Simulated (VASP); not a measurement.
# ScRu3 (P4/mmm) in VASP: relaxation of the atoms with PBE

Aim: the relaxation of the atoms of ScRu3 with PBE.

Program: VASP 6.6.1. These are calculated values, not measurements. Logs are shortened: lines on timing, memory, paths and dates and some standing lists are left out, and cuts for length are marked.

## (1) The cell of the first run

Symmetry: P4/mmm, No. 123, tetragonal system. The conventional cell has a = 3.978 Å, b = 3.978 Å, c = 3.938 Å, α = 90.00°, β = 90.00°, γ = 90.00°. Ru (site symmetry 4/mmm) has 8 Ru at 2.80 Å and 4 Sc at 2.81 Å within 3.7 Å. Within 3.7 Å of Ru (site symmetry mmm) lie 8 Ru at 2.80 to 2.81 Å and 4 Sc at 2.80 Å. Sc (site symmetry 4/mmm) has 12 Ru at 2.80 to 2.81 Å within 3.7 Å.

## (2) Relaxation of the atoms, PBE

The input, INCAR:

```
PREC = Accurate
ENCUT = 520
EDIFF = 1E-6
ISMEAR = -1
SIGMA = 0.05
LREAL = False
LASPH = True
NELM = 60
ALGO = Fast
ISIF = 2
LWAVE = False
LCHARG = False
GGA = PE
IBRION = 2
NSW = 60
EDIFFG = -0.01
```

The input, KPOINTS:

```
Automatic mesh
0
Gamma
  6 6 6
```

The input, POSCAR:

```
ScRu3
1.0
    3.9778213700      0.0000000000      0.0000000000
    0.0000000000      3.9778213700      0.0000000000
    0.0000000000      0.0000000000      3.9384370000
Ru Sc
3 1
Direct
    0.5000000000      0.5000000000      0.0000000000
    0.5000000000      0.0000000000      0.5000000000
    0.0000000000      0.5000000000      0.5000000000
    0.0000000000      0.0000000000      0.0000000000
```

Potentials or basis: VASP PAW PBE potentials, release 64 (Ru_pv, Sc_sv).

The run is started by

```bash
cat potpaw_PBE.64/Ru_pv/POTCAR potpaw_PBE.64/Sc_sv/POTCAR > POTCAR
mpirun -np 1 vasp_std > vasp.out
```

OUTCAR:

```text
PREC = Accurate
   ENCUT = 520
   EDIFF = 1E-6
   ISMEAR = -1
   LREAL = False
   LASPH = True
   NELM = 60
   ISIF = 2
   GGA = PE
   IBRION = 2
   NSW = 60
   EDIFFG = -0.01

 ion  position               nearest neighbor table
   1  0.500  0.500  0.000-   2 2.80   3 2.80   2 2.80   3 2.80   2 2.80   2 2.80   3 2.80   3 2.80
                             4 2.81   4 2.81   4 2.81   4 2.81
   2  0.500  0.000  0.500-   1 2.80   4 2.80   1 2.80   4 2.80   1 2.80   1 2.80   4 2.80   4 2.80
                             3 2.81   3 2.81   3 2.81   3 2.81
   3  0.000  0.500  0.500-   1 2.80   4 2.80   1 2.80   4 2.80   4 2.80   4 2.80   1 2.80   1 2.80
                             2 2.81   2 2.81   2 2.81   2 2.81
   4  0.000  0.000  0.000-   2 2.80   3 2.80   2 2.80   3 2.80   3 2.80   3 2.80   2 2.80   2 2.80
                             1 2.81   1 2.81   1 2.81   1 2.81

  LATTYP: Found a simple tetragonal cell.
 ALAT       =     3.9778213700
 C/A-ratio  =     0.9900990099

  Lattice vectors:

 A1 = (   3.9778213700,   0.0000000000,   0.0000000000)
 A2 = (   0.0000000000,   3.9778213700,   0.0000000000)
 A3 = (   0.0000000000,   0.0000000000,   3.9384370000)

Analysis of symmetry for initial positions (statically):
=====================================================================
 Subroutine PRICEL returns:
 Original cell was already a primitive cell.

 Routine SETGRP: Setting up the symmetry group for a
 simple tetragonal supercell.

 Subroutine GETGRP returns: Found 16 space group operations
 (whereof 16 operations were pure point group operations)
 out of a pool of 16 trial point group operations.

The static configuration has the point symmetry D_4h.

Analysis of symmetry for dynamics (positions and initial velocities):
=====================================================================
 Subroutine PRICEL returns:
 Original cell was already a primitive cell.

 Routine SETGRP: Setting up the symmetry group for a
 simple tetragonal supercell.

 Subroutine GETGRP returns: Found 16 space group operations
 (whereof 16 operations were pure point group operations)
 out of a pool of 16 trial point group operations.

The dynamic configuration has the point symmetry D_4h.

 Subroutine INISYM returns: Found 16 space group operations
 (whereof 16 operations are pure point group operations),
 and found     1 'primitive' translations

----------------------------------------------------------------------------------------

                                     Primitive cell

  volume of cell :      62.3181

  direct lattice vectors                    reciprocal lattice vectors
     3.977821370  0.000000000  0.000000000     0.251393893  0.000000000  0.000000000
     0.000000000  3.977821370  0.000000000     0.000000000  0.251393893  0.000000000
     0.000000000  0.000000000  3.938437000     0.000000000  0.000000000  0.253907832

  length of vectors
     3.977821370  3.977821370  3.938437000     0.251393893  0.251393893  0.253907832

  position of ions in fractional coordinates (direct lattice)
     0.500000000  0.500000000  0.000000000
     0.500000000  0.000000000  0.500000000
     0.000000000  0.500000000  0.500000000
     0.000000000  0.000000000  0.000000000

  ion indices of the primitive-cell ions
   primitive index   ion index
                 1           1
                 2           2
                 3           3
                 4           4

----------------------------------------------------------------------------------------

 KPOINTS: Automatic mesh

Automatic generation of k-mesh.
 Grid dimensions read from file:
 generate k-points for:    6    6    6

 Generating k-lattice:

  Cartesian coordinates                     Fractional coordinates (reciprocal lattice)
     0.041898982  0.000000000  0.000000000     0.166666667  0.000000000  0.000000000
     0.000000000  0.041898982  0.000000000     0.000000000  0.166666667  0.000000000
     0.000000000  0.000000000  0.042317972     0.000000000  0.000000000  0.166666667

  Length of vectors
     0.041898982  0.041898982  0.042317972

  Shift w.r.t. Gamma in fractional coordinates (k-lattice)
     0.000000000  0.000000000  0.000000000

 Subroutine IBZKPT returns following result:
 ===========================================

 Found     40 irreducible k-points:

 Following reciprocal coordinates:
            Coordinates               Weight
  0.000000  0.000000  0.000000      1.000000
  0.166667  0.000000  0.000000      4.000000
  0.333333  0.000000  0.000000      4.000000
  0.500000  0.000000  0.000000      2.000000
  0.166667  0.166667  0.000000      4.000000
  0.333333  0.166667  0.000000      8.000000
[... 16 lines left out ...]
  0.333333  0.000000  0.333333      8.000000
  0.500000  0.000000  0.333333      4.000000
 [... further k-points ...]
   k-points           NKPTS =     40   k-points in BZ     NKDIM =     40   number of bands    NBANDS=     31
   number of dos      NEDOS =    301   number of ions     NIONS =      4
   total plane-waves  NPLWV =  27000
   dimension x,y,z NGX =    30 NGY =   30 NGZ =   30
   dimension x,y,z NGXF=    60 NGYF=   60 NGZF=   60
   ions per type =               3   1
   NGX,Y,Z   is equivalent  to a cutoff of  12.54, 12.54, 12.66 a.u.
   NGXF,Y,Z  is equivalent  to a cutoff of  25.08, 25.08, 25.33 a.u.
 SYSTEM =  unknown system
   PREC   = accura    normal or accurate (medium, high low for compatibility)
   ISTART =      0    job   : 0-new  1-cont  2-samecut
   ICHARG =      2    charge: 1-file 2-atom 10-const
   ISPIN  =      1    spin polarized calculation?
   LNONCOLLINEAR =      F non collinear calculations
   LSORBIT =      F    spin-orbit coupling
   LASPH  =      T    aspherical Exc in radial PAW
   ENCUT  =  520.0 eV  38.22 Ry    6.18 a.u.   7.40  7.40  7.32*2*pi/ulx,y,z
   NELM   =     60;   NELMIN=  2; NELMDL= -5     # of ELM steps
   EDIFF  = 0.1E-05   stopping-criterion for ELM
   LREAL  =      F    real-space projection
   EDIFFG = -.1E-01   stopping-criterion for IOM
   NSW    =     60    number of steps for IOM
   IBRION =      2    ionic relax: 0-MD 1-quasi-New 2-CG
   NFREE  =      1    steps in history (QN), initial steepest desc. (CG)
   ISIF   =      2    stress and relaxation
   ISYM   =      2    0-nonsym 1-usesym 2-fastsym
   POTIM  = 0.5000    time-step for ionic-motion
   TEBEG  =    0.0;   TEEND  =   0.0 temperature during run
   PSTRESS=    0.0 pullay stress
   NELECT =      53.0000    total number of electrons
   NUPDOWN=      -1.0000    fix difference up-down
   EMIN   =  10.00;   EMAX   =-10.00  energy-range for DOS
   EFERMI =   0.00;   METHOD = LEGACY
   ISMEAR =    -1;   SIGMA  =   0.05  broadening in eV -4-tet -1-fermi 0-gaus
   EFERMI_NEDOS =   21; number of points for ismear=-14 and -15
   IALGO  =     68    algorithm
   IMIX   =      4    mixing-type and parameters
     AMIX     =   0.40;   BMIX     =  1.00
     AMIX_MAG =   1.60;   BMIX_MAG =  1.00
  volume/ion in A,a.u.               =      15.58       105.14
  Fermi-wavevector in a.u.,A,eV,Ry     =   1.551060  2.931079 32.732727  2.405788
  Thomas-Fermi vector in A             =   2.655634
   LORBIT       =      0    0 simple, 1 ext, 2 COOP (PROOUT), +10 PAW based schemes
   GGA     = PE    functional components
   LHFCALC =     F    Hartree Fock is set to
   AEXX    =    0.0000 exact exchange contribution
   IVDW    =     0    specifies the selected vdW correction
   LEPSILON=     F    determine dielectric tensor
   LRPA    =     F    only Hartree local field effects (RPA)
 conjugate gradient relaxation of ions
 non-spin polarized calculation
 RMM-DIIS sequential band-by-band and
  energy-cutoff  :      520.00
  volume of cell :       62.32
 maximum number of plane-waves:      1719
 NGX is ok and might be reduce to    30
   NGX = 15   NGY = 15   NGZ = 15

 number of electron      52.9999982 magnetization

 Free energy of the ion-electron system (eV)
  ---------------------------------------------------
  ext. energy  EPLUGINS =         0.00000000
  ---------------------------------------------------
  free energy    TOTEN  =       -34.03011406 eV

  energy without entropy =      -33.98911559  energy(sigma->0) =      -34.00961482

 E-fermi :   9.2773     XC(G=0): -12.9000

 val. band max:        9.2481043166   @ k =   0.5000   0.5000   0.1667
 cond. band min:       9.2918881814   @ k =   0.5000   0.1667   0.5000
 fundamental gap:      0.0437838648
 Fermi energy:         9.2773325594

 k-point     1 :       0.0000    0.0000    0.0000
  band No.  band energies     occupation
      1     -38.9529      2.00000
      2     -33.1684      2.00000
      3     -33.1659      2.00000
      4     -33.1659      2.00000
      5     -32.8214      2.00000
      6     -32.8214      2.00000
[... 23 lines left out ...]
     30      13.0559      0.00000
     31      13.0773      0.00000

 k-point     2 :       0.1667    0.0000    0.0000
  band No.  band energies     occupation
      1     -38.9538      2.00000
      2     -33.1520      2.00000
      3     -33.1503      2.00000
      4     -33.1366      2.00000
      5     -32.8263      2.00000
      6     -32.8232      2.00000
[... 23 lines left out ...]
     30      11.7544      0.00000
     31      13.0081      0.00000

 k-point     3 :       0.3333    0.0000    0.0000
  band No.  band energies     occupation
      1     -38.9555      2.00000
      2     -33.1143      2.00000
      3     -33.1138      2.00000
      4     -33.0577      2.00000
      5     -32.8424      2.00000
      6     -32.8399      2.00000
[... 23 lines left out ...]
     30      11.4874      0.00000
     31      12.3229      0.00000

 k-point     4 :       0.5000    0.0000    0.0000
  band No.  band energies     occupation
      1     -38.9564      2.00000
      2     -33.0927      2.00000
      3     -33.0905      2.00000
      4     -32.9774      2.00000
      5     -32.8990      2.00000
      6     -32.8554      2.00000
[... 635 lines left out ...]
     30      10.8508      0.00000
     31      12.4186      0.00000

 k-point    23 :       0.3333    0.0000    0.3333
  band No.  band energies     occupation
      1     -38.9553      2.00000
      2     -33.1635      2.00000
      3     -33.0457      2.00000
      4     -32.9998      2.00000
      5     -32.9343      2.00000
      6     -32.8514      2.00000
[... 23 lines left out ...]
     30      10.2586      0.00000
     31      12.5768      0.00000

 k-point    24 :       0.5000    0.0000    0.3333
  band No.  band energies     occupation
      1     -38.9552      2.00000
      2     -33.1651      2.00000
      3     -33.0352      2.00000
      4     -33.0173      2.00000
      5     -32.8878      2.00000
      6     -32.8613      2.00000
[... 23 lines left out ...]
     30       9.8567      0.00002
     31      12.4361      0.00000

 [... further k-points ...]

------------------------ aborting loop because EDIFF is reached ----------------------------------------

  FORCE on cell =-STRESS in cart. coord.  units (eV):
  Direction    XX          YY          ZZ          XY          YZ          ZX
  --------------------------------------------------------------------------------------
  -------------------------------------------------------------------------------------
  Total       -2.2999432     -2.2999432     -1.8741996      0.0000000     -0.0000000      0.0000000
  in kB      -59.1307302    -59.1307302    -48.1850111      0.0000000     -0.0000000      0.0000000
  external PRESSURE =     -55.4821572 kB  Pullay stress =       0.0000000 kB

 VOLUME and BASIS-vectors are now :
 -----------------------------------------------------------------------------
  energy-cutoff  :      520.00
  volume of cell :       62.32
      direct lattice vectors                 reciprocal lattice vectors
     3.977821370  0.000000000  0.000000000     0.251393893  0.000000000  0.000000000
     0.000000000  3.977821370  0.000000000     0.000000000  0.251393893  0.000000000
     0.000000000  0.000000000  3.938437000     0.000000000  0.000000000  0.253907832

 POSITION                                       TOTAL-FORCE (eV/Angst)
 -----------------------------------------------------------------------------------
      1.98891      1.98891      0.00000         0.000000      0.000000      0.000000
      1.98891      0.00000      1.96922         0.000000      0.000000      0.000000
      0.00000      1.98891      1.96922         0.000000      0.000000      0.000000
      0.00000      0.00000      0.00000         0.000000      0.000000      0.000000
 -----------------------------------------------------------------------------------
    total drift:                                0.000000      0.000000     -0.000000

  FREE ENERGIE OF THE ION-ELECTRON SYSTEM (eV)
  ---------------------------------------------------
  free  energy   TOTEN  =       -34.0301140561 eV

  energy  without entropy=      -33.9891155906  energy(sigma->0) =      -34.00961482

 reached required accuracy - stopping structural energy minimisation
```

Wall time 85 s (1 thread of AMD EPYC 7R43 (Zen 3), shared host); peak memory 0.17 GiB.

Results:

```yaml
Free_energy: -34.0301 eV
Pressure_after_relaxing: -5.5 GPa
Band_gap_on_the_k_mesh: zero (an odd number of electrons rules out a gap without spin polarisation)
```

Stress tensor (GPa, compression positive):
```
-5.91  0.00  0.00
 0.00 -5.91  0.00
 0.00  0.00 -4.82
```

Final structure:
```cif
data_structure
_symmetry_space_group_name_H-M 'P 1'
_symmetry_Int_Tables_number 1
_cell_length_a 3.9778
_cell_length_b 3.9778
_cell_length_c 3.9384
_cell_angle_alpha 90.000
_cell_angle_beta 90.000
_cell_angle_gamma 90.000
_cell_volume 62.32
loop_
_atom_site_label
_atom_site_type_symbol
_atom_site_fract_x
_atom_site_fract_y
_atom_site_fract_z
_atom_site_occupancy
Ru1 Ru 0.50000 0.50000 0.00000 1
Ru2 Ru 0.50000 0.00000 0.50000 1
Ru3 Ru 0.00000 0.50000 0.50000 1
Sc1 Sc 0.00000 0.00000 0.00000 1
```

The gap in the log of VASP goes by the Fermi energy; the results here count the filled bands.